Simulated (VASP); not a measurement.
# Gd (Im-3m) in VASP: further runs

The runs below take Gd through single point, relaxation of cell and atoms, with LDA.

Program: VASP 6.6.1. These are calculated values, not measurements. Logs are shortened: lines on timing, memory, paths and dates and some standing lists are left out, and cuts for length are marked.

### Step 1. The cell of the first run

Symmetry: Im-3m, No. 229, cubic system. Conventional cell: a = 3.167 Å, b = 3.167 Å, c = 3.167 Å, α = 90.00°, β = 90.00°, γ = 90.00°. Within 3.6 Å of Gd (site symmetry m-3m) lie 14 Gd at 2.74 to 3.17 Å.

### Step 2. Single point, LDA, collinear spin, ferromagnetic start

File INCAR:

```
SYSTEM = Gd
ALGO     = Normal         ! electronic algorithm
EDIFF    = 1E-6           ! SCF threshold, eV
ENCUT    = 520            ! plane-wave cutoff, eV
GGA      = CA             ! functional
ISIF     = 2              ! what is computed and relaxed
ISMEAR   = 0              ! smearing method
ISPIN    = 2              ! spin polarisation
LASPH    = .True.         ! aspherical terms in the spheres
LCHARG   = .False.        ! write CHGCAR
LMAXMIX  = 6              ! l up to which the mixer works
LORBIT   = 11             ! projections on sites
LREAL    = .False.        ! projectors in reciprocal space
LWAVE    = .False.        ! write WAVECAR
MAGMOM   = 7              ! initial moments
NBANDS   = 19             ! bands
NELM     = 150            ! most SCF steps
PREC     = Accurate       ! precision mode
SIGMA    = 0.05           ! smearing width, eV
```

File KPOINTS:

```
k-points
0
Gamma
  9 9 9
  0 0 0
```

File POSCAR:

```
Gd
1.0
   -1.5834962265      1.5834962265      1.5834962265
    1.5834962265     -1.5834962265      1.5834962265
    1.5834962265      1.5834962265     -1.5834962265
Gd
1
Direct
    0.0000000000      0.0000000000      0.0000000000
```

Potentials or basis: VASP PAW PBE potentials, release 64 (Gd).

Run with:

```console
cat potpaw_PBE.64/Gd/POTCAR > POTCAR
mpirun -np 1 vasp_std > vasp.out
```

OUTCAR:

```text
SYSTEM = Gd
   EDIFF = 1E-6
   ENCUT = 520
   GGA = CA
   ISIF = 2
   ISMEAR = 0
   ISPIN = 2
   LASPH = .True.
   LORBIT = 11
   LREAL = .False.
   NELM = 150
   PREC = Accurate

 ion  position               nearest neighbor table
   1  0.000  0.000  0.000-

  LATTYP: Found a body centered cubic cell.
 ALAT       =     3.1669924530

  Lattice vectors:

 A1 = (  -1.5834962265,   1.5834962265,   1.5834962265)
 A2 = (   1.5834962265,  -1.5834962265,   1.5834962265)
 A3 = (   1.5834962265,   1.5834962265,  -1.5834962265)

Analysis of symmetry for initial positions (statically):
=====================================================================
 Subroutine PRICEL returns:
 Original cell was already a primitive cell.

 Routine SETGRP: Setting up the symmetry group for a
 body centered cubic supercell.

 Subroutine GETGRP returns: Found 48 space group operations
 (whereof 48 operations were pure point group operations)
 out of a pool of 48 trial point group operations.

The static configuration has the point symmetry O_h .

Analysis of symmetry for dynamics (positions and initial velocities):
=====================================================================
 Subroutine PRICEL returns:
 Original cell was already a primitive cell.

 Routine SETGRP: Setting up the symmetry group for a
 body centered cubic supercell.

 Subroutine GETGRP returns: Found 48 space group operations
 (whereof 48 operations were pure point group operations)
 out of a pool of 48 trial point group operations.

The dynamic configuration has the point symmetry O_h .

Analysis of structural, dynamic, and magnetic symmetry:
=====================================================================
 Subroutine PRICEL returns:
 Original cell was already a primitive cell.

 Routine SETGRP: Setting up the symmetry group for a
 body centered cubic supercell.

 Subroutine GETGRP returns: Found 48 space group operations
 (whereof 48 operations were pure point group operations)
 out of a pool of 48 trial point group operations.

The overall configuration has the point symmetry O_h .

 Subroutine INISYM returns: Found 48 space group operations
 (whereof 48 operations are pure point group operations),
 and found     1 'primitive' translations

----------------------------------------------------------------------------------------

                                     Primitive cell

  volume of cell :      15.8822
[... 100 lines left out ...]
   EMIN   =  10.00;   EMAX   =-10.00  energy-range for DOS
   EFERMI =   0.00;   METHOD = LEGACY
   ISMEAR =     0;   SIGMA  =   0.05  broadening in eV -4-tet -1-fermi 0-gaus
   EFERMI_NEDOS =   21; number of points for ismear=-14 and -15
   IALGO  =     38    algorithm
   IMIX   =      4    mixing-type and parameters
     AMIX     =   0.40;   BMIX     =  1.00
     AMIX_MAG =   1.60;   BMIX_MAG =  1.00
  volume/ion in A,a.u.               =      15.88       107.18
  Fermi-wavevector in a.u.,A,eV,Ry     =   1.706850  3.225478 39.638345  2.913336
  Thomas-Fermi vector in A             =   2.785810
   LORBIT       =     11    0 simple, 1 ext, 2 COOP (PROOUT), +10 PAW based schemes
   GGA     = CA    functional components
   LHFCALC =     F    Hartree Fock is set to
   AEXX    =    0.0000 exact exchange contribution
   IVDW    =     0    specifies the selected vdW correction
   LEPSILON=     F    determine dielectric tensor
   LRPA    =     F    only Hartree local field effects (RPA)
 spin polarized calculation
 Gauss-broadening in eV      SIGMA  =   0.05
  energy-cutoff  :      520.00
  volume of cell :       15.88
 maximum number of plane-waves:       437
   NGX = 11   NGY = 11   NGZ = 11

 number of electron      17.9999990 magnetization       6.7407028

 Free energy of the ion-electron system (eV)
  ---------------------------------------------------
  ext. energy  EPLUGINS =         0.00000000
  ---------------------------------------------------
  free energy    TOTEN  =        -9.92062479 eV

  energy without entropy =       -9.91912225  energy(sigma->0) =       -9.91987352

 E-fermi :   6.9156     XC(G=0): -14.1236

 val. band max:        6.9032154781   @ k =  -0.4444   0.4444   0.1111
 cond. band min:       6.9645241907   @ k =  -0.2222   0.2222   0.1111
 fundamental gap:      0.0613087126
 Fermi energy:         6.9155701309

 spin component 1

 k-point     1 :       0.0000    0.0000    0.0000
  band No.  band energies     occupation
      1     -37.7470      1.00000
      2     -12.3474      1.00000
      3     -12.3474      1.00000
      4     -12.3474      1.00000
      5       3.1513      1.00000
      6       3.2193      1.00000
[... 517 lines left out ...]
     18      24.6263      0.00000
     19      27.1995      0.00000

 [... further k-points ...]

 spin component 2

 k-point     1 :       0.0000    0.0000    0.0000
  band No.  band energies     occupation
      1     -35.2041      1.00000
      2     -10.1358      1.00000
      3     -10.1358      1.00000
      4     -10.1358      1.00000
      5       4.0686      1.00000
      6       7.4319      0.00000
[... 517 lines left out ...]
     18      25.9345      0.00000
     19      28.5481      0.00000

 [... further k-points ...]

------------------------ aborting loop because EDIFF is reached ----------------------------------------

  FORCE on cell =-STRESS in cart. coord.  units (eV):
  Direction    XX          YY          ZZ          XY          YZ          ZX
  --------------------------------------------------------------------------------------
  -------------------------------------------------------------------------------------
  Total        6.0286019      6.0286019      6.0286019      0.0000000     -0.0000000      0.0000000
  in kB      608.1575433    608.1575433    608.1575433      0.0000000     -0.0000000      0.0000000
  external PRESSURE =     608.1575433 kB  Pullay stress =       0.0000000 kB

 VOLUME and BASIS-vectors are now :
 -----------------------------------------------------------------------------
  energy-cutoff  :      520.00
  volume of cell :       15.88
      direct lattice vectors                 reciprocal lattice vectors
    -1.583496227  1.583496227  1.583496227     0.000000000  0.315756989  0.315756989
     1.583496227 -1.583496227  1.583496227     0.315756989  0.000000000  0.315756989
     1.583496227  1.583496227 -1.583496227     0.315756989  0.315756989  0.000000000

 POSITION                                       TOTAL-FORCE (eV/Angst)
 -----------------------------------------------------------------------------------
      0.00000      0.00000      0.00000        -0.000000      0.000000     -0.000000
 -----------------------------------------------------------------------------------
    total drift:                                0.000000     -0.000000      0.000000

  FREE ENERGIE OF THE ION-ELECTRON SYSTEM (eV)
  ---------------------------------------------------
  free  energy   TOTEN  =        -9.9206247912 eV

  energy  without entropy=       -9.9191222467  energy(sigma->0) =       -9.91987352

 total charge

# of ion       s       p       d       f       tot
--------------------------------------------------
    1        2.098   5.476   1.238   7.119  15.931

 magnetization (x)

# of ion       s       p       d       f       tot
--------------------------------------------------
    1        0.023  -0.033   0.061   6.502   6.552
```

OSZICAR:

```text
N       E                     dE             d eps       ncg     rms          rms(c)
DAV:   1     0.789630997584E+02    0.78963E+02   -0.60472E+03  3393   0.480E+03
DAV:   2     0.997122578908E+00   -0.77966E+02   -0.67816E+02  3270   0.357E+02
[... 15 lines left out ...]
DAV:  18    -0.992062679978E+01   -0.33530E-05   -0.67517E-05  3484   0.363E-01    0.604E-01
DAV:  19    -0.992062976384E+01   -0.29641E-05   -0.14892E-05  4337   0.605E-02    0.382E-01
DAV:  20    -0.992062865671E+01    0.11071E-05   -0.69770E-07  2179   0.169E-02    0.288E-01
DAV:  21    -0.992062625174E+01    0.24050E-05   -0.31451E-06  2787   0.819E-02    0.172E-01
DAV:  22    -0.992062475611E+01    0.14956E-05   -0.62467E-06  2906   0.111E-01    0.319E-02
DAV:  23    -0.992062479122E+01   -0.35111E-07   -0.37306E-07  2077   0.130E-02
   1 F= -.99206248E+01 E0= -.99198735E+01  d E =-.150254E-02  mag=     6.7407
```

stdout:

```text
POSCAR found type information on POSCAR Gd
 POSCAR found :  1 types and       1 ions
 scaLAPACK will be used
 -----------------------------------------------------------------------------
|                                                                             |
|                                                                             |
|     You enforced a specific xc type in the INCAR file but a different       |
|     I HOPE YOU KNOW WHAT YOU ARE DOING!                                     |
|                                                                             |
 -----------------------------------------------------------------------------

 LDA part: xc-table for (Slater(with rela. corr.)+CA(PZ))
 , standard interpolation
 POSCAR, INCAR and KPOINTS ok, starting setup
 FFT: planning ... GRIDC
 FFT: planning ... GRID_SOFT
 FFT: planning ... GRID
 WAVECAR not read
 entering main loop
```

Wall time 32 s (1 thread of Intel Xeon Platinum 8259CL at 2.50GHz (Skylake/Cascade Lake), shared host); peak memory 0.14 GiB.

What came out:

```yaml
Free_energy: -9.9206 eV
Pressure: 60.8 GPa
Net_moment: 6.74 μB per cell
Site_moments: Gd +6.55 μB
Valence_electrons_inside_the_program's_atomic_spheres: Gd 15.93
```

Caveat: the PAW data sets were made with another functional, which shifts forces and pressure a little; spin-orbit coupling is left out, which moves the levels of the heavy elements. The state reached can hang on the start; a lower one may exist.

### Step 3. Single point, LDA, collinear spin, ferromagnetic start

This run uses another cell than the first one, of 18.19 Å³/atom, 1.145 times its volume.

File INCAR:

```
PREC = Accurate
ENCUT = 520
EDIFF = 1E-6
ISMEAR = 0
SIGMA = 0.05
LREAL = F
LASPH = T
NELM = 150
ALGO = Normal
ISIF = 2
LWAVE = F
LCHARG = F
ISPIN = 2
MAGMOM = 7
LORBIT = 11
LMAXMIX = 6
GGA = CA
NBANDS = 19
```

File KPOINTS:

```
Automatic mesh
0
Gamma
  9 9 9
```

File POSCAR:

```
Gd
1.0
   -1.6566643294      1.6566643294      1.6566643294
    1.6566643294     -1.6566643294      1.6566643294
    1.6566643294      1.6566643294     -1.6566643294
Gd
1
Direct
    0.0000000000      0.0000000000      0.0000000000
```

Potentials or basis: VASP PAW PBE potentials, release 64 (Gd).

Run with:

```console
cat potpaw_PBE.64/Gd/POTCAR > POTCAR
mpirun -np 1 vasp_std > vasp.out
```

OUTCAR:

```text
PREC = Accurate
   ENCUT = 520
   EDIFF = 1E-6
   ISMEAR = 0
   LREAL = F
   LASPH = T
   NELM = 150
   ISIF = 2
   ISPIN = 2
   LORBIT = 11
   GGA = CA

 ion  position               nearest neighbor table
   1  0.000  0.000  0.000-

  LATTYP: Found a body centered cubic cell.
 ALAT       =     3.3133286588

  Lattice vectors:

 A1 = (  -1.6566643294,   1.6566643294,   1.6566643294)
 A2 = (   1.6566643294,  -1.6566643294,   1.6566643294)
 A3 = (   1.6566643294,   1.6566643294,  -1.6566643294)

Analysis of symmetry for initial positions (statically):
=====================================================================
 Subroutine PRICEL returns:
 Original cell was already a primitive cell.

 Routine SETGRP: Setting up the symmetry group for a
 body centered cubic supercell.

 Subroutine GETGRP returns: Found 48 space group operations
 (whereof 48 operations were pure point group operations)
 out of a pool of 48 trial point group operations.

The static configuration has the point symmetry O_h .

Analysis of symmetry for dynamics (positions and initial velocities):
[... 709 lines left out ...]
 [... further k-points ...]

 spin component 2

 k-point     1 :       0.0000    0.0000    0.0000
  band No.  band energies     occupation
      1     -35.7512      1.00000
      2     -11.7185      1.00000
      3     -11.7185      1.00000
      4     -11.7185      1.00000
      5       2.3721      1.00000
      6       6.5605      0.00000
[... 517 lines left out ...]
     18      22.8763      0.00000
     19      25.1710      0.00000

 [... further k-points ...]

------------------------ aborting loop because EDIFF is reached ----------------------------------------

  FORCE on cell =-STRESS in cart. coord.  units (eV):
  Direction    XX          YY          ZZ          XY          YZ          ZX
  --------------------------------------------------------------------------------------
  -------------------------------------------------------------------------------------
  Total        4.3882288      4.3882288      4.3882288     -0.0000000     -0.0000000     -0.0000000
  in kB      386.5772479    386.5772479    386.5772479     -0.0000000     -0.0000000     -0.0000000
  external PRESSURE =     386.5772479 kB  Pullay stress =       0.0000000 kB

 VOLUME and BASIS-vectors are now :
 -----------------------------------------------------------------------------
  energy-cutoff  :      520.00
  volume of cell :       18.19
      direct lattice vectors                 reciprocal lattice vectors
    -1.656664329  1.656664329  1.656664329     0.000000000  0.301811291  0.301811291
     1.656664329 -1.656664329  1.656664329     0.301811291  0.000000000  0.301811291
     1.656664329  1.656664329 -1.656664329     0.301811291  0.301811291  0.000000000

 POSITION                                       TOTAL-FORCE (eV/Angst)
 -----------------------------------------------------------------------------------
      0.00000      0.00000      0.00000         0.000000      0.000000     -0.000000
 -----------------------------------------------------------------------------------
    total drift:                                0.000000      0.000000     -0.000000

  FREE ENERGIE OF THE ION-ELECTRON SYSTEM (eV)
  ---------------------------------------------------
  free  energy   TOTEN  =       -10.6111271507 eV

  energy  without entropy=      -10.6069614632  energy(sigma->0) =      -10.60904431

 total charge

# of ion       s       p       d       f       tot
--------------------------------------------------
    1        2.101   5.483   1.064   7.061  15.709

 magnetization (x)

# of ion       s       p       d       f       tot
--------------------------------------------------
    1        0.016  -0.028   0.130   6.613   6.730
```

It took 43 s on 1 thread of Intel Xeon Platinum 8259CL at 2.50GHz (Skylake/Cascade Lake), shared host; peak memory 0.16 GiB.

Results:

* Free energy: -10.6111 eV
* Pressure: 38.7 GPa
* Net moment: 7.00 μB per cell
* Site moments: Gd +6.73 μB
* Valence electrons inside the program's atomic spheres: Gd 15.71

Levels at points of the mesh, in eV from the Fermi level:
Spin up:
| k point | band 8 | band 9 | band 10 | band 11 | band 12 | band 13 | band 14 | band 15 | band 16 | band 17 |
| --- | --- | --- | --- | --- | --- | --- | --- | --- | --- | --- |
| (0.00, 0.00, 0.00) | -3.85 | -3.26 | -3.26 | -3.26 | -3.09 | 1.91 | 1.91 | 1.91 | 5.78 | 5.78 |
Spin down:
```csv
k point,band 1,band 2,band 3,band 4,band 5,band 6,band 7,band 8,band 9,band 10
"(0.00, 0.00, 0.00)",-41.77,-17.74,-17.74,-17.74,-3.65,0.54,0.54,0.54,1.59,1.59
```

Caveat: the PAW data sets were made with another functional, which shifts forces and pressure a little; spin-orbit coupling is left out, which moves the levels of the heavy elements.

[end of part 1 of 2]
